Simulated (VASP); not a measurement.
C:

```
CELL_PARAMETERS angstrom
2.46497 0.00000 0.00000
-1.23249 2.13473 0.00000
0.00000 0.00000 6.74417
ATOMIC_POSITIONS crystal
C 0.00000 0.00000 0.25000
C 0.00000 0.00000 0.75000
C 0.33333 0.66667 0.25000
C 0.66667 0.33333 0.75000
```

```yaml
Program: VASP 6.6.1
Task: relaxation of cell and atoms
Functional: LDA
Potentials_or_basis: VASP PAW LDA potentials, release 64 (C)
Cutoff: 600 eV
k_mesh: 21 × 21 × 6
Occupations: gaussian, width 0.1 eV
Spin: no spin polarisation
```

At the start: pressure -6.6 GPa; volume 8.87 Å³/atom.

Where does the relaxation end?

Over 9 steps the energy falls by 4.7 meV/atom and the volume is 8.50 Å³/atom (-4.2 %); space group P6_3/mmc (No. 194, to 0.1 Å) before and after.

Step by step:
```
step  energy change (eV)  largest force (eV/Å)  pressure (GPa)  volume (Å³)
   1              0.0000                0.0000           -6.56        35.49
   2              0.0764                0.0000           16.32        33.65
   3             -0.0162                0.0000           -0.37        34.94
   4             -0.0162                0.0000           -0.24        34.93
   5             -0.0165                0.0000           -0.23        34.87
   6             -0.0173                0.0000           -0.19        34.68
   7             -0.0184                0.0000           -0.10        34.31
   8             -0.0181                0.0000            0.15        33.57
   9             -0.0187                0.0000            0.02        34.01
```

Final structure:
```yaml
crystal:
  lattice:
    - [2.44597, 0.00000, 0.00000]
    - [-1.22299, 2.11827, 0.00000]
    - [0.00000, 0.00000, 6.56338]
  atoms:
    - { symbol: C, position: [0.00000, 0.00000, 0.25000] }
    - { symbol: C, position: [0.00000, 0.00000, 0.75000] }
    - { symbol: C, position: [0.33333, 0.66667, 0.25000] }
    - { symbol: C, position: [0.66667, 0.33333, 0.75000] }
```
